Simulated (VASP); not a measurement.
C, 4 atoms in the cell. The structure is hexagonal, space group P6_3/mmc (No. 194). Conventional cell: a = 2.483 Å, b = 2.483 Å, c = 4.198 Å, α = 90.00°, β = 90.00°, γ = 120.00°. Within 2.0 Å of C (site symmetry 3m) lie 4 C at 1.53 to 1.57 Å.  This cell differs from its parent crystal: strained cell.

- Program: VASP 6.6.1
- Task: relaxation of the atoms
- Functional: LDA
- Potentials or basis: VASP PAW LDA potentials, release 64 (C)
- Cutoff: 520 eV
- k mesh: 9 × 9 × 6
- Occupations: gaussian, width 0.02 eV
- Spin: no spin polarisation
- Dipole correction: no
- Further INCAR settings: ALGO = Normal; EDIFF = 1e-06; IBRION = 2; EDIFFG = -0.002; NSW = 60

Potentials or basis: VASP PAW LDA potentials, release 64 (C).

Command:

```sh
$ cat potpaw_LDA.64/C/POTCAR > POTCAR
$ mpirun -np 1 vasp_std > vasp.out
```

Hardware: 1 thread of Intel(R) Xeon(R) 6975P-C (Granite Rapids), with other jobs on the host.

Question: How long does it take, and how much memory?

Answer: It took 5.8 s on 1 thread of Intel(R) Xeon(R) 6975P-C (Granite Rapids), with other jobs on the host, peak memory 0.12 GiB. Counts: scf iterations 17, k points 48, ion steps 3.
